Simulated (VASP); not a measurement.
Write the native input for VASP 6.6.1 that does the following.

| Quantity | Value |
| --- | --- |
| Task | single point |
| Functional | PBEsol |
| Potentials or basis | VASP PAW PBE potentials, release 64 (Co, O) |
| Cutoff | 520 eV |
| k mesh | 9 × 9 × 9 |
| Occupations | fermi-dirac, width 0.05 eV |
| Spin | collinear spin, ferromagnetic start |
| Starting moments | [1.0, 0.0] μB |
| Fixed moment | 1 μB |
| Dipole correction | no |
| Further INCAR settings | ALGO = Normal; EDIFF = 1e-06; NBANDS = 18 |

The structure of CoO lies in POSCAR:

```
CoO
1.0
    1.5054695445      0.8691832468      2.4399269062
   -1.5054695445      0.8691832468      2.4399269062
    0.0000000000     -1.7383664936      2.4399269062
Co O
1 1
Direct
    0.0000000000      0.0000000000      0.0000000000
    0.5000000000      0.5000000000      0.5000000000
```

One way to write it, as run:

INCAR

```
PREC = Accurate
ENCUT = 520
EDIFF = 1E-6
ISMEAR = -1
SIGMA = 0.05
LREAL = F
LASPH = T
NELM = 150
ALGO = Normal
ISIF = 2
LWAVE = F
LCHARG = F
ISPIN = 2
MAGMOM = 1 0
LORBIT = 11
NUPDOWN = 1.0
LMAXMIX = 4
GGA = PS
NBANDS = 18
```

KPOINTS

```
Automatic mesh
0
Gamma
  9 9 9
```

Potentials or basis: VASP PAW PBE potentials, release 64 (Co, O).

Launch:

```bash
$ cat potpaw_PBE.64/Co/POTCAR potpaw_PBE.64/O/POTCAR > POTCAR
$ mpirun -np 1 vasp_std > vasp.out
```

It gave:

The pressure is -24.7 GPa. The net moment is 1.00 μB per cell, the site moments are Co +0.99; O -0.00 μB and the valence electrons inside the program's atomic spheres are Co 7.91; O 4.90.

Caveat: the cell stands under tension; the PAW data sets were made with another functional, which shifts forces and pressure a little; the total moment is fixed, so each spin has its own Fermi level; a cell with one magnetic atom can't hold antiferromagnetic order, which such compounds often take.

Wall time 21 s on 1 thread of Intel(R) Xeon(R) 6975P-C (Granite Rapids) (shared host), peak memory 0.18 GiB.
